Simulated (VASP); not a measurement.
Si2Mo:

```
Si Mo
1.0
     4.58547    0.00000    0.00000
    -2.29274    3.97113    0.00000
     0.00000    0.00000    6.57976
Si Mo
6 3
Direct
  0.16387 0.83613 0.83333
  0.32775 0.16387 0.16667
  0.83613 0.67225 0.50000
  0.83613 0.16387 0.83333
  0.67225 0.83613 0.16667
  0.16387 0.32775 0.50000
  0.50000 0.00000 0.50000
  0.00000 0.50000 0.16667
  0.50000 0.50000 0.83333
```

* Program: VASP 6.6.1
* Task: relaxation of cell and atoms
* Functional: LDA
* Potentials or basis: VASP PAW LDA potentials, release 64 (Si, Mo_sv)
* Cutoff: 600 eV
* k mesh: 9 × 9 × 6
* Occupations: gaussian, width 0.1 eV
* Spin: no spin polarisation

At the start: pressure -4.4 GPa; volume 13.31 Å³/atom.

Q: How do energy, volume and symmetry change on relaxing?

A: Over 8 steps the energy falls by 3.7 meV/atom and the volume is 13.05 Å³/atom (-2.0 %); space group P6_222 (No. 180, to 0.1 Å) before and after.

Step by step:
```
step  energy change (eV)  largest force (eV/Å)  pressure (GPa)  volume (Å³)
   1              0.0000                0.0487           -4.35       119.81
   2              0.0609                0.0161            8.10       113.65
   3             -0.0328                0.0261           -0.05       117.48
   4             -0.0328                0.0256            0.02       117.43
   5             -0.0330                0.0085            0.05       117.43
   6             -0.0330                0.0021            0.05       117.43
   7             -0.0330                0.0010           -0.07       117.49
   8             -0.0330                0.0006           -0.03       117.46
```

Final structure:
```
Si Mo
1.0
     4.55477    0.00000    0.00000
    -2.27739    3.94455    0.00000
     0.00000    0.00000    6.53766
Si Mo
6 3
Cartesian
  -1.1557 3.2969 5.4480
  1.1217 0.6476 1.0896
  2.2774 2.6493 3.2688
  3.4330 0.6476 5.4480
  1.1557 3.2969 1.0896
  0.0000 1.2953 3.2688
  2.2774 0.0000 3.2688
  -1.1387 1.9723 1.0896
  1.1387 1.9723 5.4480
```
